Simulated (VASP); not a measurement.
Input of a VASP 6.6.1 run:

File INCAR:

```
PREC = Accurate
ENCUT = 400
EDIFF = 1E-8
ISMEAR = -1
SIGMA = 0.05
LREAL = F
LASPH = T
NELM = 120
ALGO = Normal
ISIF = 2
LWAVE = F
LCHARG = F
GGA = CA
LEFG = T
NBANDS = 12
GGA_COMPAT = F
```

File KPOINTS:

```
regular mesh
0
Gamma
  15 15 15
```

The input POSCAR:

```
Ti
1.0
    0.0000000000      2.0163754284      2.0163754284
    2.0163754284      0.0000000000      2.0163754284
    2.0163754284      2.0163754284      0.0000000000
Ti
1
Direct
    0.0000000000      0.0000000000      0.0000000000
```

Potentials or basis: VASP PAW LDA potentials, release 64 (Ti_sv).

Run with:

```console
$ cat potpaw_LDA.64/Ti_sv/POTCAR > POTCAR
$ mpirun -np 1 vasp_std > vasp.out
```

(1) Predict the pressure.

(2) Predict the band gap on the k mesh.

Results:

(1) -3.5 GPa.

(2) zero (band 6 reaches 9.49 eV, above the bottom of band 7 at 8.29 eV).

Caveat: without QUAD_EFG the Cq values of the log hold for a quadrupole moment of 1 mb, not for the nuclei.
